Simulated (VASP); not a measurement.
# Zr (P2_1/m) in VASP: single point with PBE

Aim: the single point of Zr with PBE.

All numbers are computed with VASP 6.6.1; they aren't measurements. Logs are shortened: lines on timing, memory, paths and dates and some standing lists are left out, and cuts for length are marked.

## 1. The cell of the first run

It takes space group P2_1/m (No. 11, monoclinic). Conventional cell: a = 3.113 Å, b = 4.952 Å, c = 3.182 Å, α = 90.00°, β = 115.08°, γ = 90.00°. Within 4.0 Å of Zr (site symmetry m) lie 12 Zr at 3.04 to 3.38 Å.

## 2. Single point, PBE (strained and its atoms moved)

The input, INCAR:

```
SYSTEM = Zr
ALGO = Fast
EDIFF = 1E-6
ENCUT = 520
GGA = PE
ISIF = 2
ISMEAR = 0
LASPH = .True.
LCHARG = .False.
LREAL = .False.
LWAVE = .False.
NBANDS = 19
NELM = 80
PREC = Accurate
SIGMA = 0.1
```

The input, KPOINTS:

```
k-points
0
Gamma
  12 14 8
  0 0 0
```

The input, POSCAR:

```
Zr
1.0
    3.3787632618      0.0386546987      0.0000000000
   -1.6559056798      2.6362728271      0.0000000000
    0.0000000000      0.0000000000      4.9516198800
Zr
2
Direct
    0.3479984430      0.6604590359      0.2500000000
    0.6520015570      0.3395409641      0.7500000000
```

Potentials or basis: VASP PAW PBE potentials, release 64 (Zr_sv).

The run is started by

```sh
$ cat potpaw_PBE.64/Zr_sv/POTCAR > POTCAR
$ mpirun -np 1 vasp_std > vasp.out
```

OUTCAR:

```text
SYSTEM = Zr
   EDIFF = 1E-6
   ENCUT = 520
   GGA = PE
   ISIF = 2
   ISMEAR = 0
   LASPH = .True.
   LREAL = .False.
   NELM = 80
   PREC = Accurate

 ion  position               nearest neighbor table
   1  0.348  0.660  0.250-   2 3.04   2 3.04   2 3.06   2 3.06   2 3.19   2 3.19
   2  0.652  0.340  0.750-   1 3.04   1 3.04   1 3.06   1 3.06   1 3.19   1 3.19

  Warning from LATTYP: Monoclinic adjustment (A1->A3, A2->A1, A3->A2)!
  Warning from LATTYP: Got some problem with cell dimensions!
  Tried to take original basis but could not verify dimensions!
  LATTYP: Found a simple monoclinic cell.
 ALAT       =     3.1131909738
 B/A-ratio  =     1.5905287924
 C/A-ratio  =     1.0220192027
 COS(beta)  =    -0.4239064538

  Lattice vectors:

 A1 = (  -1.6559056798,   2.6362728271,   0.0000000000)
 A2 = (   0.0000000000,   0.0000000000,  -4.9516198800)
 A3 = (  -1.7228575820,  -2.6749275258,   0.0000000000)

Analysis of symmetry for initial positions (statically):
=====================================================================
 Subroutine PRICEL returns:
 Original cell was already a primitive cell.

 Routine SETGRP: Setting up the symmetry group for a
 simple monoclinic supercell.

 Subroutine GETGRP returns: Found  4 space group operations
 (whereof  2 operations were pure point group operations)
 out of a pool of  4 trial point group operations.

The static configuration has the point symmetry S_2 .
 The point group associated with its full space group is C_2h.

Analysis of symmetry for dynamics (positions and initial velocities):
=====================================================================
 Subroutine PRICEL returns:
 Original cell was already a primitive cell.

 Routine SETGRP: Setting up the symmetry group for a
 simple monoclinic supercell.

 Subroutine GETGRP returns: Found  4 space group operations
 (whereof  2 operations were pure point group operations)
 out of a pool of  4 trial point group operations.

The dynamic configuration has the point symmetry S_2 .
 The point group associated with its full space group is C_2h.

 Subroutine INISYM returns: Found  4 space group operations
 (whereof  2 operations are pure point group operations),
 and found     1 'primitive' translations

----------------------------------------------------------------------------------------

                                     Primitive cell

  volume of cell :      44.4227

  direct lattice vectors                    reciprocal lattice vectors
     3.378763262  0.038654699  0.000000000     0.293854630  0.184577084  0.000000000
    -1.655905680  2.636272827  0.000000000    -0.004308682  0.376617025  0.000000000
     0.000000000  0.000000000  4.951619880     0.000000000  0.000000000  0.201954113

  length of vectors
     3.378984369  3.113190974  4.951619880     0.347014760  0.376641671  0.201954113

  position of ions in fractional coordinates (direct lattice)
     0.347998443  0.660459036  0.250000000
     0.652001557  0.339540964  0.750000000

  ion indices of the primitive-cell ions
   primitive index   ion index
                 1           1
                 2           2

----------------------------------------------------------------------------------------

 KPOINTS: k-points

Automatic generation of k-mesh.
 Grid dimensions read from file:
 generate k-points for:   12   14    8

 Generating k-lattice:

  Cartesian coordinates                     Fractional coordinates (reciprocal lattice)
     0.024487886  0.015381424  0.000000000     0.083333333 -0.000000000  0.000000000
    -0.000307763  0.026901216  0.000000000     0.000000000  0.071428571  0.000000000
     0.000000000  0.000000000  0.025244264     0.000000000  0.000000000  0.125000000

  Length of vectors
     0.028917897  0.026902976  0.025244264

  Shift w.r.t. Gamma in fractional coordinates (k-lattice)
     0.000000000  0.000000000  0.000000000

 Subroutine IBZKPT returns following result:
 ===========================================

 Found    430 irreducible k-points:

 Following reciprocal coordinates:
            Coordinates               Weight
  0.000000  0.000000  0.000000      1.000000
  0.083333  0.000000  0.000000      2.000000
  0.166667  0.000000  0.000000      2.000000
  0.250000  0.000000  0.000000      2.000000
  0.333333  0.000000  0.000000      2.000000
  0.416667  0.000000  0.000000      2.000000
[... 16 lines left out ...]
  0.250000  0.142857  0.000000      2.000000
  0.333333  0.142857  0.000000      2.000000
 [... further k-points ...]
   k-points           NKPTS =    430   k-points in BZ     NKDIM =    430   number of bands    NBANDS=     19
   number of dos      NEDOS =    301   number of ions     NIONS =      2
   total plane-waves  NPLWV =  26880
   dimension x,y,z NGX =    28 NGY =   24 NGZ =   40
   dimension x,y,z NGXF=    56 NGYF=   48 NGZF=   80
   ions per type =               2
   NGX,Y,Z   is equivalent  to a cutoff of  13.78, 12.82, 13.43 a.u.
   NGXF,Y,Z  is equivalent  to a cutoff of  27.55, 25.63, 26.86 a.u.
 SYSTEM =  Zr
   PREC   = accura    normal or accurate (medium, high low for compatibility)
   ISTART =      0    job   : 0-new  1-cont  2-samecut
   ICHARG =      2    charge: 1-file 2-atom 10-const
   ISPIN  =      1    spin polarized calculation?
   LNONCOLLINEAR =      F non collinear calculations
   LSORBIT =      F    spin-orbit coupling
   LASPH  =      T    aspherical Exc in radial PAW
   ENCUT  =  520.0 eV  38.22 Ry    6.18 a.u.   6.28  5.79  9.21*2*pi/ulx,y,z
   NELM   =     80;   NELMIN=  2; NELMDL= -5     # of ELM steps
   EDIFF  = 0.1E-05   stopping-criterion for ELM
   LREAL  =      F    real-space projection
   EDIFFG = 0.1E-04   stopping-criterion for IOM
   NSW    =      0    number of steps for IOM
   IBRION =     -1    ionic relax: 0-MD 1-quasi-New 2-CG
   NFREE  =      0    steps in history (QN), initial steepest desc. (CG)
   ISIF   =      2    stress and relaxation
   ISYM   =      2    0-nonsym 1-usesym 2-fastsym
   POTIM  = 0.5000    time-step for ionic-motion
   TEBEG  =    0.0;   TEEND  =   0.0 temperature during run
   PSTRESS=    0.0 pullay stress
   NELECT =      24.0000    total number of electrons
   NUPDOWN=      -1.0000    fix difference up-down
   EMIN   =  10.00;   EMAX   =-10.00  energy-range for DOS
   EFERMI =   0.00;   METHOD = LEGACY
   ISMEAR =     0;   SIGMA  =   0.10  broadening in eV -4-tet -1-fermi 0-gaus
   EFERMI_NEDOS =   21; number of points for ismear=-14 and -15
   IALGO  =     68    algorithm
   IMIX   =      4    mixing-type and parameters
     AMIX     =   0.40;   BMIX     =  1.00
     AMIX_MAG =   1.60;   BMIX_MAG =  1.00
  volume/ion in A,a.u.               =      22.21       149.89
  Fermi-wavevector in a.u.,A,eV,Ry     =   1.333348  2.519663 24.188670  1.777817
  Thomas-Fermi vector in A             =   2.462213
   LORBIT       =      0    0 simple, 1 ext, 2 COOP (PROOUT), +10 PAW based schemes
   GGA     = PE    functional components
   LHFCALC =     F    Hartree Fock is set to
   AEXX    =    0.0000 exact exchange contribution
   IVDW    =     0    specifies the selected vdW correction
   LEPSILON=     F    determine dielectric tensor
   LRPA    =     F    only Hartree local field effects (RPA)
 non-spin polarized calculation
 RMM-DIIS sequential band-by-band and
 Gauss-broadening in eV      SIGMA  =   0.10
  energy-cutoff  :      520.00
  volume of cell :       44.42
 maximum number of plane-waves:      1214
 NGX is ok and might be reduce to    28
   NGX = 13   NGY = 11   NGZ = 19

 number of electron      24.0000000 magnetization

 Free energy of the ion-electron system (eV)
  ---------------------------------------------------
  ext. energy  EPLUGINS =         0.00000000
  ---------------------------------------------------
  free energy    TOTEN  =       -16.93930242 eV

  energy without entropy =      -16.92836422  energy(sigma->0) =      -16.93383332

 E-fermi :   9.4355     XC(G=0): -11.2909

 val. band max:        9.4317517291   @ k =  -0.1667   0.2143   0.0000
 cond. band min:       9.4386646356   @ k =  -0.0833   0.2143   0.2500
 fundamental gap:      0.0069129066
 Fermi energy:         9.4354929448

 k-point     1 :       0.0000    0.0000    0.0000
  band No.  band energies     occupation
      1     -39.2279      2.00000
      2     -39.0121      2.00000
      3     -17.8867      2.00000
      4     -16.9123      2.00000
      5     -16.8145      2.00000
      6     -16.7341      2.00000
[... 11 lines left out ...]
     18      11.9688      0.00000
     19      13.6160      0.00000

 k-point     2 :       0.0833    0.0000    0.0000
  band No.  band energies     occupation
      1     -39.2203      2.00000
      2     -39.0096      2.00000
      3     -17.8663      2.00000
      4     -16.9440      2.00000
      5     -16.8422      2.00000
      6     -16.7767      2.00000
[... 11 lines left out ...]
     18      12.0701      0.00000
     19      14.3616      0.00000

 k-point     3 :       0.1667    0.0000    0.0000
  band No.  band energies     occupation
      1     -39.1992      2.00000
      2     -39.0033      2.00000
      3     -17.8082      2.00000
      4     -17.0577      2.00000
      5     -16.8984      2.00000
      6     -16.8847      2.00000
[... 11 lines left out ...]
     18      12.4124      0.00000
     19      14.9153      0.00000

 k-point     4 :       0.2500    0.0000    0.0000
  band No.  band energies     occupation
      1     -39.1693      2.00000
      2     -38.9956      2.00000
      3     -17.7222      2.00000
      4     -17.2300      2.00000
      5     -17.0563      2.00000
      6     -16.9265      2.00000
[... 407 lines left out ...]
     18      13.0081      0.00000
     19      15.0527      0.00000

 k-point    23 :       0.2500    0.1429    0.0000
  band No.  band energies     occupation
      1     -39.1185      2.00000
      2     -38.9818      2.00000
      3     -17.5793      2.00000
      4     -17.3989      2.00000
      5     -17.2862      2.00000
      6     -17.0044      2.00000
[... 11 lines left out ...]
     18      14.1369      0.00000
     19      15.1259      0.00000

 k-point    24 :       0.3333    0.1429    0.0000
  band No.  band energies     occupation
      1     -39.0950      2.00000
      2     -38.9822      2.00000
      3     -17.5078      2.00000
      4     -17.4961      2.00000
      5     -17.3406      2.00000
      6     -17.0549      2.00000
[... 11 lines left out ...]
     18      15.1281      0.00000
     19      15.3628      0.00000

 [... further k-points ...]

------------------------ aborting loop because EDIFF is reached ----------------------------------------

  FORCE on cell =-STRESS in cart. coord.  units (eV):
  Direction    XX          YY          ZZ          XY          YZ          ZX
  --------------------------------------------------------------------------------------
  -------------------------------------------------------------------------------------
  Total        0.6109308      1.8577095      1.8232124     -0.4182012      0.0000000      0.0000000
  in kB       22.0342113     67.0013069     65.7571127    -15.0831051      0.0000000      0.0000000
  external PRESSURE =      51.5975436 kB  Pullay stress =       0.0000000 kB

 VOLUME and BASIS-vectors are now :
 -----------------------------------------------------------------------------
  energy-cutoff  :      520.00
  volume of cell :       44.42
      direct lattice vectors                 reciprocal lattice vectors
     3.378763262  0.038654699  0.000000000     0.293854630  0.184577084  0.000000000
    -1.655905680  2.636272827  0.000000000    -0.004308682  0.376617025  0.000000000
     0.000000000  0.000000000  4.951619880     0.000000000  0.000000000  0.201954113

 POSITION                                       TOTAL-FORCE (eV/Angst)
 -----------------------------------------------------------------------------------
      0.08215      1.75460      1.23790        -0.173591     -0.199764      0.000000
      1.64071      0.92033      3.71371         0.173591      0.199764      0.000000
 -----------------------------------------------------------------------------------
    total drift:                               -0.000000     -0.000000      0.000000

  FREE ENERGIE OF THE ION-ELECTRON SYSTEM (eV)
  ---------------------------------------------------
  free  energy   TOTEN  =       -16.9393024163 eV

  energy  without entropy=      -16.9283642237  energy(sigma->0) =      -16.93383332
```

It took 5.3 min on 1 thread of Intel Xeon 6975P-C (Granite Rapids), shared host; peak memory 0.39 GiB.

Results:

* Free energy: -16.9393 eV
* Pressure: 5.2 GPa
* Largest force: 0.265 eV/Å
* Band gap on the k mesh: zero (bands 12 and 13 overlap by 1.11 eV)

Forces on the atoms (eV/Å):
```
Zr  -0.174 -0.200  0.000
Zr   0.174  0.200  0.000
```

Stress tensor (GPa, compression positive):
```
 2.20 -1.51  0.00
-1.51  6.70  0.00
 0.00  0.00  6.58
```

Levels at points of the mesh, in eV from the Fermi level:
| k point | band 9 | band 10 | band 11 | band 12 | band 13 | band 14 | band 15 | band 16 |
| --- | --- | --- | --- | --- | --- | --- | --- | --- |
| (0.00, 0.00, 0.00) | -5.63 | -3.07 | 0.10 | 0.89 | 1.48 | 1.71 | 1.80 | 1.81 |
| (0.50, 0.00, 0.00) | -2.61 | -2.59 | -2.25 | -0.35 | 0.75 | 1.41 | 1.54 | 4.86 |
| (0.00, 0.50, 0.00) | -2.74 | -2.52 | -2.21 | -0.20 | 0.33 | 1.40 | 2.32 | 5.30 |
| (0.50, 0.50, 0.00) | -2.59 | -2.31 | -1.91 | -0.29 | 0.30 | 1.09 | 1.56 | 4.51 |
| (0.00, 0.00, 0.50) | -3.79 | -3.79 | 0.04 | 0.04 | 0.27 | 0.27 | 1.48 | 1.48 |
| (0.50, 0.00, 0.50) | -2.88 | -2.88 | -1.01 | -1.01 | 1.62 | 1.62 | 2.64 | 2.64 |
| (0.00, 0.50, 0.50) | -2.84 | -2.84 | -0.98 | -0.98 | 1.77 | 1.77 | 2.29 | 2.29 |
| (0.50, 0.50, 0.50) | -2.96 | -2.96 | -0.94 | -0.94 | 1.82 | 1.82 | 2.48 | 2.48 |

Caveat: the cell differs from its parent crystal (strained and its atoms moved); the cell stands under pressure.
